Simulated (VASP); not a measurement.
# SrTe (Fm-3m) in VASP: further runs

Aim: see how the results for SrTe move with the level of theory and the settings. Levels: PBE, BLYP, PBE+D3(BJ). Tasks: single point.

All numbers are computed with VASP 6.6.1; they aren't measurements. Logs are shortened: lines on timing, memory, paths and dates and some standing lists are left out, and cuts for length are marked.

## Step 1: The cell of the first run

The structure is cubic, space group Fm-3m (No. 225). The conventional cell has a = 6.470 Å, b = 6.470 Å, c = 6.470 Å, α = 90.00°, β = 90.00°, γ = 90.00°. Within 4.3 Å of Sr (site symmetry m-3m) lie 6 Te at 3.23 Å. Te (site symmetry m-3m) has 6 Sr at 3.23 Å within 4.3 Å.

## Step 2: Single point, PBE

Contents of INCAR:

```
ALGO = Normal ; EDIFF = 1E-6
ENCUT = 500 ; GGA = PE
GGA_COMPAT = False ; ISIF = 2
ISMEAR = 0 ; LASPH = True
LCHARG = False ; LREAL = False
LWAVE = False ; NBANDS = 15
NELM = 120 ; PREC = Accurate
SIGMA = 0.05
```

Contents of KPOINTS:

```
k-points
0
Gamma
  6 6 6
```

Contents of POSCAR:

```
SrTe
1.0
    0.0000000000      3.2349999084      3.2349999084
    3.2349999084      0.0000000000      3.2349999084
    3.2349999084      3.2349999084      0.0000000000
Sr Te
1 1
Direct
    0.5000000000      0.5000000000      0.5000000000
    0.0000000000      0.0000000000      0.0000000000
```

Potentials or basis: VASP PAW PBE potentials, release 64 (Sr_sv, Te).

Run with:

```console
$ cat potpaw_PBE.64/Sr_sv/POTCAR potpaw_PBE.64/Te/POTCAR > POTCAR
$ mpirun -np 1 vasp_std > vasp.out
```

OUTCAR:

```text
EDIFF = 1E-6
   ENCUT = 500
   GGA = PE
   ISIF = 2
   ISMEAR = 0
   LASPH = True
   LREAL = False
   NELM = 120
   PREC = Accurate

 ion  position               nearest neighbor table
   1  0.500  0.500  0.500-   2 3.23   2 3.23   2 3.23   2 3.23   2 3.23   2 3.23
   2  0.000  0.000  0.000-   1 3.23   1 3.23   1 3.23   1 3.23   1 3.23   1 3.23

  LATTYP: Found a face centered cubic cell.
 ALAT       =     6.4699998168

  Lattice vectors:

 A1 = (   0.0000000000,   3.2349999084,   3.2349999084)
 A2 = (   3.2349999084,   0.0000000000,   3.2349999084)
 A3 = (   3.2349999084,   3.2349999084,   0.0000000000)

Analysis of symmetry for initial positions (statically):
=====================================================================
 Subroutine PRICEL returns:
 Original cell was already a primitive cell.

 Routine SETGRP: Setting up the symmetry group for a
 face centered cubic supercell.

 Subroutine GETGRP returns: Found 48 space group operations
 (whereof 48 operations were pure point group operations)
 out of a pool of 48 trial point group operations.

The static configuration has the point symmetry O_h .

Analysis of symmetry for dynamics (positions and initial velocities):
=====================================================================
 Subroutine PRICEL returns:
 Original cell was already a primitive cell.

 Routine SETGRP: Setting up the symmetry group for a
 face centered cubic supercell.

 Subroutine GETGRP returns: Found 48 space group operations
 (whereof 48 operations were pure point group operations)
 out of a pool of 48 trial point group operations.

The dynamic configuration has the point symmetry O_h .

 Subroutine INISYM returns: Found 48 space group operations
 (whereof 48 operations are pure point group operations),
 and found     1 'primitive' translations

----------------------------------------------------------------------------------------

                                     Primitive cell

  volume of cell :      67.7100

  direct lattice vectors                    reciprocal lattice vectors
     0.000000000  3.234999908  3.234999908    -0.154559510  0.154559510  0.154559510
     3.234999908  0.000000000  3.234999908     0.154559510 -0.154559510  0.154559510
     3.234999908  3.234999908  0.000000000     0.154559510  0.154559510 -0.154559510

  length of vectors
     4.574980745  4.574980745  4.574980745     0.267704924  0.267704924  0.267704924

  position of ions in fractional coordinates (direct lattice)
     0.500000000  0.500000000  0.500000000
     0.000000000  0.000000000  0.000000000

  ion indices of the primitive-cell ions
   primitive index   ion index
                 1           1
                 2           2

----------------------------------------------------------------------------------------

 KPOINTS: k-points

Automatic generation of k-mesh.
 Grid dimensions read from file:
 generate k-points for:    6    6    6

 Generating k-lattice:

  Cartesian coordinates                     Fractional coordinates (reciprocal lattice)
    -0.025759918  0.025759918  0.025759918     0.166666667  0.000000000  0.000000000
     0.025759918 -0.025759918  0.025759918     0.000000000  0.166666667  0.000000000
     0.025759918  0.025759918 -0.025759918     0.000000000  0.000000000  0.166666667

  Length of vectors
     0.044617487  0.044617487  0.044617487

  Shift w.r.t. Gamma in fractional coordinates (k-lattice)
     0.000000000  0.000000000  0.000000000

 Subroutine IBZKPT returns following result:
 ===========================================

 Found     16 irreducible k-points:

 Following reciprocal coordinates:
            Coordinates               Weight
  0.000000  0.000000  0.000000      1.000000
  0.166667  0.000000  0.000000      8.000000
  0.333333  0.000000  0.000000      8.000000
  0.500000  0.000000  0.000000      4.000000
  0.166667  0.166667  0.000000      6.000000
  0.333333  0.166667  0.000000     24.000000
[... 8 lines left out ...]
 -0.333333  0.333333  0.166667     24.000000
 -0.333333  0.500000  0.166667     12.000000
   k-points           NKPTS =     16   k-points in BZ     NKDIM =     16   number of bands    NBANDS=     15
   number of dos      NEDOS =    301   number of ions     NIONS =      2
   total plane-waves  NPLWV =  46656
   dimension x,y,z NGX =    36 NGY =   36 NGZ =   36
   dimension x,y,z NGXF=    72 NGYF=   72 NGZF=   72
   ions per type =               1   1
   NGX,Y,Z   is equivalent  to a cutoff of  13.08, 13.08, 13.08 a.u.
   NGXF,Y,Z  is equivalent  to a cutoff of  26.16, 26.16, 26.16 a.u.
 SYSTEM =  unknown system
   PREC   = accura    normal or accurate (medium, high low for compatibility)
   ISTART =      0    job   : 0-new  1-cont  2-samecut
   ICHARG =      2    charge: 1-file 2-atom 10-const
   ISPIN  =      1    spin polarized calculation?
   LNONCOLLINEAR =      F non collinear calculations
   LSORBIT =      F    spin-orbit coupling
   LASPH  =      T    aspherical Exc in radial PAW
   ENCUT  =  500.0 eV  36.75 Ry    6.06 a.u.   8.34  8.34  8.34*2*pi/ulx,y,z
   NELM   =    120;   NELMIN=  2; NELMDL= -5     # of ELM steps
   EDIFF  = 0.1E-05   stopping-criterion for ELM
   LREAL  =      F    real-space projection
   EDIFFG = 0.1E-04   stopping-criterion for IOM
   NSW    =      0    number of steps for IOM
   IBRION =     -1    ionic relax: 0-MD 1-quasi-New 2-CG
   NFREE  =      0    steps in history (QN), initial steepest desc. (CG)
   ISIF   =      2    stress and relaxation
   ISYM   =      2    0-nonsym 1-usesym 2-fastsym
   POTIM  = 0.5000    time-step for ionic-motion
   TEBEG  =    0.0;   TEEND  =   0.0 temperature during run
   PSTRESS=    0.0 pullay stress
   NELECT =      16.0000    total number of electrons
   NUPDOWN=      -1.0000    fix difference up-down
   EMIN   =  10.00;   EMAX   =-10.00  energy-range for DOS
   EFERMI =   0.00;   METHOD = LEGACY
   ISMEAR =     0;   SIGMA  =   0.05  broadening in eV -4-tet -1-fermi 0-gaus
   EFERMI_NEDOS =   21; number of points for ismear=-14 and -15
   IALGO  =     38    algorithm
   IMIX   =      4    mixing-type and parameters
     AMIX     =   0.40;   BMIX     =  1.00
     AMIX_MAG =   1.60;   BMIX_MAG =  1.00
  volume/ion in A,a.u.               =      33.85       228.46
  Fermi-wavevector in a.u.,A,eV,Ry     =   1.012117  1.912623 13.937537  1.024380
  Thomas-Fermi vector in A             =   2.145207
   LORBIT       =      0    0 simple, 1 ext, 2 COOP (PROOUT), +10 PAW based schemes
   GGA     = PE    functional components
   LHFCALC =     F    Hartree Fock is set to
   AEXX    =    0.0000 exact exchange contribution
   IVDW    =     0    specifies the selected vdW correction
   LEPSILON=     F    determine dielectric tensor
   LRPA    =     F    only Hartree local field effects (RPA)
 non-spin polarized calculation
 Gauss-broadening in eV      SIGMA  =   0.05
  energy-cutoff  :      500.00
  volume of cell :       67.71
 maximum number of plane-waves:      1759
 NGX is ok and might be reduce to    36
   NGX = 17   NGY = 17   NGZ = 17

 number of electron      16.0000000 magnetization

 Free energy of the ion-electron system (eV)
  ---------------------------------------------------
  ext. energy  EPLUGINS =         0.00000000
  ---------------------------------------------------
  free energy    TOTEN  =        -8.15499599 eV

  energy without entropy =       -8.15499599  energy(sigma->0) =       -8.15499599

 E-fermi :   3.7351     XC(G=0):  -8.8757

 val. band max:        3.5163023554   @ k =   0.0000   0.0000   0.0000
 cond. band min:       4.9578542521   @ k =   0.5000   0.5000   0.0000
 fundamental gap:      1.4415518968
 Fermi energy:         3.7351372709

 k-point     1 :       0.0000    0.0000    0.0000
  band No.  band energies     occupation
      1     -30.9613      2.00000
      2     -12.9816      2.00000
      3     -12.9816      2.00000
      4     -12.9816      2.00000
      5      -6.7559      2.00000
      6       3.5163      2.00000
      7       3.5163      2.00000
      8       3.5163      2.00000
      9       6.6817      0.00000
     10       6.6817      0.00000
     11       6.6817      0.00000
     12       6.7738      0.00000
     13       7.4275      0.00000
     14       7.4275      0.00000
     15      10.9927      0.00000

 k-point     2 :       0.1667    0.0000    0.0000
  band No.  band energies     occupation
      1     -30.9595      2.00000
      2     -13.0327      2.00000
      3     -12.9834      2.00000
      4     -12.9834      2.00000
      5      -6.5660      2.00000
      6       2.3786      2.00000
      7       3.0737      2.00000
      8       3.0737      2.00000
      9       6.6638      0.00000
     10       7.0729      0.00000
     11       7.0729      0.00000
     12       8.1405      0.00000
     13       8.2523      0.00000
     14       8.2523      0.00000
     15      11.9527      0.00000

 k-point     3 :       0.3333    0.0000    0.0000
  band No.  band energies     occupation
      1     -30.9559      2.00000
      2     -13.1301      2.00000
      3     -12.9869      2.00000
      4     -12.9869      2.00000
      5      -6.1540      2.00000
      6       0.9407      2.00000
      7       2.4526      2.00000
      8       2.4526      2.00000
      9       6.9438      0.00000
     10       8.0371      0.00000
     11       8.0371      0.00000
     12       9.5276      0.00000
     13       9.9844      0.00000
     14       9.9844      0.00000
     15      12.1570      0.00000

 k-point     4 :       0.5000    0.0000    0.0000
  band No.  band energies     occupation
      1     -30.9541      2.00000
      2     -13.1768      2.00000
      3     -12.9887      2.00000
      4     -12.9887      2.00000
      5      -5.9251      2.00000
      6       0.3542      2.00000
      7       2.2090      2.00000
      8       2.2090      2.00000
      9       7.4656      0.00000
     10       8.8350      0.00000
     11       8.9875      0.00000
     12       8.9875      0.00000
     13      10.4141      0.00000
     14      10.4141      0.00000
     15      11.9107      0.00000
[... 163 lines left out ...]
 k-point    14 :       0.5000    0.3333    0.1667
  band No.  band energies     occupation
      1     -30.9534      2.00000
      2     -13.1088      2.00000
      3     -13.0368      2.00000
      4     -13.0059      2.00000
      5      -6.1117      2.00000
      6       1.0861      2.00000
      7       2.2564      2.00000
      8       2.2991      2.00000
      9       6.5245      0.00000
     10       8.2919      0.00000
     11       8.8704      0.00000
     12       9.2387      0.00000
     13       9.4612      0.00000
     14      10.4896      0.00000
     15      11.9292      0.00000

 k-point    15 :      -0.3333    0.3333    0.1667
  band No.  band energies     occupation
      1     -30.9522      2.00000
      2     -13.1123      2.00000
      3     -13.0501      2.00000
      4     -13.0170      2.00000
      5      -6.0385      2.00000
      6       1.1369      2.00000
      7       1.8670      2.00000
      8       2.1788      2.00000
      9       7.4848      0.00000
     10       7.4941      0.00000
     11       8.9231      0.00000
     12       9.6016      0.00000
     13       9.6799      0.00000
     14      10.8743      0.00000
     15      12.4240      0.00000

 k-point    16 :      -0.3333    0.5000    0.1667
  band No.  band energies     occupation
      1     -30.9515      2.00000
      2     -13.0893      2.00000
      3     -13.0513      2.00000
      4     -13.0433      2.00000
      5      -6.1135      2.00000
      6       1.5355      2.00000
      7       1.9968      2.00000
      8       2.1116      2.00000
      9       6.2734      0.00000
     10       8.1420      0.00000
     11       8.6413      0.00000
     12       9.4929      0.00000
     13       9.9183      0.00000
     14      10.4026      0.00000
     15      12.4458      0.00000

------------------------ aborting loop because EDIFF is reached ----------------------------------------

  FORCE on cell =-STRESS in cart. coord.  units (eV):
  Direction    XX          YY          ZZ          XY          YZ          ZX
  --------------------------------------------------------------------------------------
  -------------------------------------------------------------------------------------
  Total        2.0228644      2.0228644      2.0228644      0.0000000     -0.0000000      0.0000000
  in kB       47.8657127     47.8657127     47.8657127      0.0000000     -0.0000000      0.0000000
  external PRESSURE =      47.8657127 kB  Pullay stress =       0.0000000 kB

 VOLUME and BASIS-vectors are now :
 -----------------------------------------------------------------------------
  energy-cutoff  :      500.00
  volume of cell :       67.71
      direct lattice vectors                 reciprocal lattice vectors
     0.000000000  3.234999908  3.234999908    -0.154559510  0.154559510  0.154559510
     3.234999908  0.000000000  3.234999908     0.154559510 -0.154559510  0.154559510
     3.234999908  3.234999908  0.000000000     0.154559510  0.154559510 -0.154559510

 POSITION                                       TOTAL-FORCE (eV/Angst)
 -----------------------------------------------------------------------------------
      3.23500      3.23500      3.23500         0.000000      0.000000      0.000000
      0.00000      0.00000      0.00000        -0.000000     -0.000000     -0.000000
 -----------------------------------------------------------------------------------
    total drift:                                0.000000      0.000000      0.000000

  FREE ENERGIE OF THE ION-ELECTRON SYSTEM (eV)
  ---------------------------------------------------
  free  energy   TOTEN  =        -8.1549959898 eV

  energy  without entropy=       -8.1549959898  energy(sigma->0) =       -8.15499599
```

Run time: 15 s. Hardware: 1 thread of Intel Xeon 8259CL, shared host; peak memory 0.21 GiB.

Results:

```
Free energy            : -8.1550 eV
Pressure               : 4.8 GPa
Band gap on the k mesh : 1.44 eV (least direct gap 2.25 eV)
```

Levels at points of the mesh, in eV from the valence-band top:
| k point | band 5 | band 6 | band 7 | band 8 | band 9 | band 10 | band 11 | band 12 |
| --- | --- | --- | --- | --- | --- | --- | --- | --- |
| (0.00, 0.00, 0.00) | -10.27 | 0.00 | 0.00 | 0.00 | 3.17 | 3.17 | 3.17 | 3.26 |
| (0.50, 0.00, 0.00) | -9.44 | -3.16 | -1.31 | -1.31 | 3.95 | 5.32 | 5.47 | 5.47 |
| (0.50, 0.50, 0.00) | -9.74 | -2.16 | -0.81 | -0.81 | 1.44 | 4.20 | 4.92 | 6.39 |

Caveat: the cell stands under pressure; spin-orbit coupling is left out, which moves the levels of the heavy elements. A k mesh can miss the band edges.

[end of part 1 of 2]
